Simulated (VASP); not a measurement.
# Ga (C2/c) in VASP: a series of runs, part 2 of 2

VASP 6.6.1. The steps go on from the part before.

## (3) Single point, LDA (engineering shear strain xz -0.3000, normal strain along z +0.0750)

Input file INCAR:

```
PREC     = Accurate       # precision mode
ENCUT    = 520            # plane-wave cutoff, eV
EDIFF    = 1E-6           # SCF threshold, eV
ISMEAR   = 0              # smearing method
SIGMA    = 0.15           # smearing width, eV
LREAL    = False          # projectors in reciprocal space
LASPH    = True           # aspherical terms in the spheres
NELM     = 60             # most SCF steps
ALGO     = Fast           # electronic algorithm
ISIF     = 2              # what is computed and relaxed
LWAVE    = False          # write WAVECAR
LCHARG   = True           # write CHGCAR
GGA      = CA             # functional
LELF     = True           # ELF
LVHAR    = True         
NBANDS   = 34             # bands
```

Input file KPOINTS:

```
regular mesh
0
Gamma
  10 10 10
```

Input file POSCAR:

```
Ga
1.0
    2.2085777266     -3.7454996903     -0.3312866590
    2.2085777266      3.7454996903     -0.3312866590
   -0.6658609293      0.0000000000      4.7720033265
Ga
4
Direct
    0.1560190462      0.8439809538      0.0845038705
    0.6560190462      0.3439809538      0.4154961295
    0.8439809538      0.1560190462      0.9154961295
    0.3439809538      0.6560190462      0.5845038705
```

Potentials or basis: VASP PAW LDA potentials, release 64 (Ga_d).

The run is started by

```console
cat potpaw_LDA.64/Ga_d/POTCAR > POTCAR
mpirun -np 1 vasp_std > vasp.out
```

OUTCAR:

```text
PREC = Accurate
   ENCUT = 520
   EDIFF = 1E-6
   ISMEAR = 0
   LREAL = False
   LASPH = True
   NELM = 60
   ISIF = 2
   GGA = CA

 ion  position               nearest neighbor table
   1  0.156  0.844  0.085-   2 2.35   3 2.48   3 2.57   4 2.79   4 2.79
   2  0.656  0.344  0.415-   1 2.35   4 2.48   4 2.57   3 2.79   3 2.79
   3  0.844  0.156  0.915-   4 2.35   1 2.48   1 2.57   2 2.79   2 2.79
   4  0.344  0.656  0.585-   3 2.35   2 2.48   2 2.57   1 2.79   1 2.79

  LATTYP: Found a base centered monoclinic cell.
 ALAT       =     4.4665720300
 B/A-ratio  =     1.6771249473
 C/A-ratio  =     1.0787321376
 COS(beta)  =    -0.2835841906

  Lattice vectors:

 A1 = (   2.2085777266,  -3.7454996903,  -0.3312866590)
 A2 = (   2.2085777266,   3.7454996903,  -0.3312866590)
 A3 = (  -0.6658609293,   0.0000000000,   4.7720033265)

Analysis of symmetry for initial positions (statically):
=====================================================================
 Subroutine PRICEL returns:
 Original cell was already a primitive cell.

 Routine SETGRP: Setting up the symmetry group for a
 base centered monoclinic supercell.

[... 167 lines left out ...]
  ext. energy  EPLUGINS =         0.00000000
  ---------------------------------------------------
  free energy    TOTEN  =       -13.78972963 eV

  energy without entropy =      -13.77269126  energy(sigma->0) =      -13.78121044

 E-fermi :   4.8526     XC(G=0): -11.0048

 val. band max:        4.8520447095   @ k =   0.0000   0.0000   0.5000
 cond. band min:       4.8527080466   @ k =  -0.2000   0.3000   0.4000
 fundamental gap:      0.0006633371
 Fermi energy:         4.8526428971

 k-point     1 :       0.0000    0.0000    0.0000
  band No.  band energies     occupation
      1     -10.5486      2.00000
      2     -10.5335      2.00000
      3     -10.3651      2.00000
      4     -10.3607      2.00000
      5     -10.3138      2.00000
      6     -10.3119      2.00000
[... 877 lines left out ...]
     33      11.4670      0.00000
     34      12.8971      0.00000

 [... further k-points ...]
[... 5 lines left out ...]
  --------------------------------------------------------------------------------------
  -------------------------------------------------------------------------------------
  Total        2.3503370     -0.5162532      0.7577347      0.0000000      0.0000000      3.4459986
  in kB       48.7162541    -10.7005608     15.7058323      0.0000000      0.0000000     71.4264145
  external PRESSURE =      17.9071752 kB  Pullay stress =       0.0000000 kB

 VOLUME and BASIS-vectors are now :
 -----------------------------------------------------------------------------
  energy-cutoff  :      520.00
  volume of cell :       77.30
      direct lattice vectors                 reciprocal lattice vectors
     2.208577727 -3.745499690 -0.331286659     0.231229732 -0.133493537  0.032264614
     2.208577727  3.745499690 -0.331286659     0.231229732  0.133493537  0.032264614
    -0.665860929  0.000000000  4.772003327     0.032105311  0.000000000  0.214035407

 POSITION                                       TOTAL-FORCE (eV/Angst)
 -----------------------------------------------------------------------------------
      2.15231      2.57676      0.07197        -0.830816     -0.235235     -0.608328
      1.93192     -1.16874      1.65146         0.830816     -0.235235      0.608328
      1.59898     -2.57676      4.03746         0.830816      0.235235      0.608328
      1.81938      1.16874      2.45797        -0.830816      0.235235     -0.608328
 -----------------------------------------------------------------------------------
    total drift:                                0.000000      0.000000      0.000000

  FREE ENERGIE OF THE ION-ELECTRON SYSTEM (eV)
  ---------------------------------------------------
  free  energy   TOTEN  =       -13.7897296263 eV

  energy  without entropy=      -13.7726912611  energy(sigma->0) =      -13.78121044
```

OSZICAR:

```text
N       E                     dE             d eps       ncg     rms          rms(c)
DAV:   1     0.361186384548E+03    0.36119E+03   -0.25569E+04 19650   0.290E+03
DAV:   2     0.314841273936E+02   -0.32970E+03   -0.32147E+03 19736   0.536E+02
DAV:   3    -0.125625593864E+02   -0.44047E+02   -0.43491E+02 21754   0.154E+02
DAV:   4    -0.139938634089E+02   -0.14313E+01   -0.14217E+01 22328   0.309E+01
DAV:   5    -0.140238564285E+02   -0.29993E-01   -0.29984E-01 24528   0.461E+00    0.275E+00
RMM:   6    -0.138456839293E+02    0.17817E+00   -0.23570E-01 24594   0.488E+00    0.143E+00
RMM:   7    -0.137920149658E+02    0.53669E-01   -0.10018E-01 26358   0.255E+00    0.277E-01
RMM:   8    -0.137894953893E+02    0.25196E-02   -0.14531E-02 26170   0.995E-01    0.624E-02
RMM:   9    -0.137897131591E+02   -0.21777E-03   -0.37451E-03 31922   0.455E-01    0.264E-02
RMM:  10    -0.137897233298E+02   -0.10171E-04   -0.26600E-04 27998   0.134E-01    0.805E-03
RMM:  11    -0.137897277828E+02   -0.44531E-05   -0.91564E-05 30447   0.740E-02    0.332E-03
RMM:  12    -0.137897292590E+02   -0.14761E-05   -0.19397E-05 27020   0.337E-02    0.130E-03
RMM:  13    -0.137897296263E+02   -0.36736E-06   -0.43534E-06 17791   0.185E-02
   1 F= -.13789730E+02 E0= -.13781210E+02  d E =-.170384E-01
```

stdout:

```text
POSCAR found type information on POSCAR Ga
 POSCAR found :  1 types and       4 ions
 scaLAPACK will be used
 LDA part: xc-table for (Slater(with rela. corr.)+CA(PZ))
 , standard interpolation
 POSCAR, INCAR and KPOINTS ok, starting setup
 FFT: planning ... GRIDC
 FFT: planning ... GRID_SOFT
 FFT: planning ... GRID
 WAVECAR not read
 entering main loop
WARNING in EDDRMM: call to ZHEGV failed, returncode =   6  3     29
WARNING in EDDRMM: call to ZHEGV failed, returncode =   8  4     31
```

It took 11 min on 1 thread of Oxide Virtual Turin-like, shared host; peak memory 0.52 GiB.

Results:

```yaml
Free_energy: -13.7897 eV
Pressure: 1.8 GPa
Largest_force: 1.056 eV/Å
Band_gap_on_the_k_mesh: zero (bands 26 and 27 overlap by 1.95 eV)
```

Forces on the atoms (eV/Å):
```
Ga  -0.831 -0.235 -0.608
Ga   0.831 -0.235  0.608
Ga   0.831  0.235  0.608
Ga  -0.831  0.235 -0.608
```

Caveat: the cell differs from its parent crystal (engineering shear strain xz -0.3000, normal strain along z +0.0750); the stress differs along the axes, from -1 to 5 GPa; forces of over 1 eV/Å act on the atoms, so gaps and moduli don't describe the material at rest.

## (4) Single point, LDA (engineering shear strain xz -0.3000, normal strain along z -0.1125)

Input file INCAR:

```
PREC = Accurate
ENCUT = 520
EDIFF = 1E-6
ISMEAR = 0
SIGMA = 0.15
LREAL = False
LASPH = True
NELM = 80
ALGO = Fast
ISIF = 2
LWAVE = False
LCHARG = False
GGA = CA
NBANDS = 34
```

Input file KPOINTS:

```
Automatic mesh
0
Gamma
  10 10 10
```

Edit POSCAR of step 3 so:

```diff
@@ -4,3 +4,3 @@
     2.2085777266      3.7454996903     -0.3312866590
-   -0.6658609293      0.0000000000      4.7720033265
+   -0.6658609293      0.0000000000      3.9396771649
 Ga
```

The run is started by

```console
cat potpaw_LDA.64/Ga_d/POTCAR > POTCAR
mpirun -np 1 vasp_std > vasp.out
```

Run time: 15 min. Hardware: 1 thread of Oxide Virtual Turin-like, shared host; peak memory 0.44 GiB.

It converged, with:

```yaml
Free_energy: -12.7461 eV
Pressure: 22.7 GPa
Largest_force: 2.210 eV/Å
Band_gap_on_the_k_mesh: zero (bands 26 and 27 overlap by 3.43 eV)
```

Forces in eV/Å, atoms in the order of the input:
```
Ga  -1.796  0.812 -0.998
Ga   1.796  0.812  0.998
Ga   1.796 -0.812  0.998
Ga  -1.796 -0.812 -0.998
```

Stress tensor (GPa, compression positive):
```
33.38  0.00 13.83
 0.00 12.07  0.00
13.83  0.00 22.63
```

Levels at points of the mesh, in eV from the Fermi level:
```
           k point  band 23  band 24  band 25  band 26  band 27  band 28  band 29  band 30
(0.00, 0.00, 0.00)    -3.01    -2.68    -2.05    -2.02    -0.30     0.66     0.86     2.02
(0.50, 0.00, 0.00)    -4.81    -4.04    -2.50    -0.28     1.99     3.80     4.15     5.21
(0.50, 0.50, 0.00)    -4.65    -3.98    -0.94    -0.23     0.55     1.90     1.99     2.76
(0.00, 0.00, 0.50)    -2.98    -2.98    -0.93    -0.93     1.66     1.66     2.32     2.32
(0.50, 0.00, 0.50)    -5.98    -5.96    -3.35    -1.03    -0.90     1.47     5.08     5.91
(0.50, 0.50, 0.50)    -6.53    -6.53    -3.36    -3.36     1.42     1.42     6.58     6.58
```

Caveat: the cell differs from its parent crystal (engineering shear strain xz -0.3000, normal strain along z -0.1125); the stress differs along the axes, from 12 to 33 GPa; forces of over 1 eV/Å act on the atoms, so gaps and moduli don't describe the material at rest.

## (5) The runs side by side

```tsv
cell	further INCAR settings	gap on the mesh (eV)	pressure (GPa)	largest force (eV/Å)
a = 4.349, b = 4.349, c = 4.609 Å, angles 92.1, 92.1, 118.9°, 4 atoms	ALGO = Fast; EDIFF = 1e-07; NBANDS = 34	none	-1.5	0.14
a = 4.361, b = 4.361, c = 4.818 Å, angles 98.4, 98.4, 118.4°, 4 atoms	ALGO = Fast; EDIFF = 1e-06; NBANDS = 34	none	1.8	1.06
a = 4.361, b = 4.361, c = 3.996 Å, angles 99.2, 99.2, 118.4°, 4 atoms	ALGO = Fast; EDIFF = 1e-06; NBANDS = 34	none	22.7	2.21
```

Alike in all rows: task single point; level LDA; potentials or basis VASP PAW LDA potentials, release 64 (Ga_d); no spin polarisation; k mesh 10 × 10 × 10; cutoff (eV) 520; smearing gaussian 0.15 eV.

Caveats: forces of over 1 eV/Å act on the atoms, so gaps and moduli don't describe the material at rest (at least some runs); the stress differs along the axes, from -1 to 5 GPa (at least some runs); the stress differs along the axes, from 12 to 33 GPa (at least some runs).

Total energies depend on the potentials used, so only differences within one code and one set of settings carry meaning.

The gap in the log of VASP goes by the Fermi energy; the results here count the filled bands.